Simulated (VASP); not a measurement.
Wanted: the native input for a VASP 6.6.1 run.

```yaml
Task: relaxation of cell and atoms
Functional: PBE
Potentials_or_basis: VASP PAW PBE potentials, release 64 (Be, Cd, S)
Cutoff: 600 eV
k_mesh: 6 × 6 × 2
Occupations: gaussian, width 0.1 eV
Spin: no spin polarisation
Dipole_correction: no
Further_INCAR_settings: ALGO = Normal; EDIFF = 1e-06; IBRION = 2; EDIFFG = -0.04; NSW = 90; ISIF = 3
```

The structure of Be3Cd2S lies in POSCAR:

```
Be3Cd2S
1.0
    3.9898703800      0.0000000000      0.0000000000
   -1.9949351900      3.4553291100      0.0000000000
    0.0000000000      0.0000000000      8.6917278200
Be Cd S
3 2 1
Direct
    0.6666666700      0.3333333300      0.5000000000
    0.0000000000      0.0000000000      0.0000000000
    0.0000000000      0.0000000000      0.5000000000
    0.3333333300      0.6666666700      0.2516720000
    0.3333333300      0.6666666700      0.7483280000
    0.6666666700      0.3333333300      0.0000000000
```

The cell was generated, and may not be a known phase.

These files were run (other wordings do the same):

INCAR

```
  PREC = Accurate
  ENCUT = 600
  EDIFF = 1E-6
  ISMEAR = 0
  SIGMA = 0.1
  LREAL = F
  LASPH = T
  NELM = 100
  ALGO = Normal
  ISIF = 3
  LWAVE = F
  LCHARG = F
  GGA = PE
  IBRION = 2
  NSW = 90
  EDIFFG = -0.04
```

KPOINTS

```
Automatic mesh
0
Gamma
  6 6 2
```

Potentials or basis: VASP PAW PBE potentials, release 64 (Be, Cd, S).

Command:

```console
$ cat potpaw_PBE.64/Be/POTCAR potpaw_PBE.64/Cd/POTCAR potpaw_PBE.64/S/POTCAR > POTCAR
$ mpirun -np 1 vasp_std > vasp.out
```

It gave:

| Item | Value |
| --- | --- |
| Relaxed volume | 17.30 Å³/atom |
| Relaxed cell | a = 3.675 Å, b = 3.675 Å, c = 8.877 Å, α = 90.00°, β = 90.00°, γ = 120.00° |
| Space group after relaxing (to 0.1 Å) | P-6m2 (No. 187) |
| Energy gained by relaxing | 324.7 meV/atom |
| Ionic steps | 12 |
| Pressure after relaxing | 0.0 GPa |
| Largest force after relaxing | 0.006 eV/Å |
| Band gap on the k mesh | zero (bands 18 and 19 overlap by 2.81 eV) |

Caveat: the k points lie up to 0.35 Å⁻¹ apart in the final cell, too coarse for converged energies and pressures of a metal.

Wall time 9.9 min on 1 thread of Intel Xeon 8259CL (shared host), peak memory 0.3 GiB.
